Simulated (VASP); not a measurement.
Runs of VASP 6.6.1 on Y3Sn. The structure is cubic, space group Fm-3m (No. 225). Conventional cell: a = 7.692 Å, b = 7.692 Å, c = 7.692 Å, α = 90.00°, β = 90.00°, γ = 90.00°. Y (site symmetry m-3m) has 8 Y at 3.33 Å and 6 Sn at 3.85 Å within 4.4 Å. Within 4.4 Å of Y (site symmetry -43m) lie 10 Y at 3.33 to 3.85 Å and 4 Sn at 3.33 Å. Sn (site symmetry m-3m) has 14 Y at 3.33 to 3.85 Å within 4.4 Å. 

```tsv
smearing	gap on the mesh (eV)	pressure (GPa)
gaussian 0.3 eV	none	-4.5
gaussian 0.2 eV	none	(a)
gaussian 0.1 eV	none	-4.7
gaussian 0.5 eV	none	-4.2
```

Alike in all rows: task single point; level LDA; potentials or basis VASP PAW LDA potentials, release 64 (Y_sv, Sn_d); no spin polarisation; cell as given; k mesh 5 × 5 × 5; cutoff (eV) 500.

Question: Fill in the values left out.

Answer: (a) -4.6.

Caveats: the cell stands under tension; spin-orbit coupling is left out, which moves the levels of the heavy elements; so wide a smearing shifts energies and pressures (at least some runs).

A k mesh can miss the band edges, and the runs leave out spin-orbit coupling on Sn, Y.

A gap of «none» marks levels without a gap at the run's occupations.
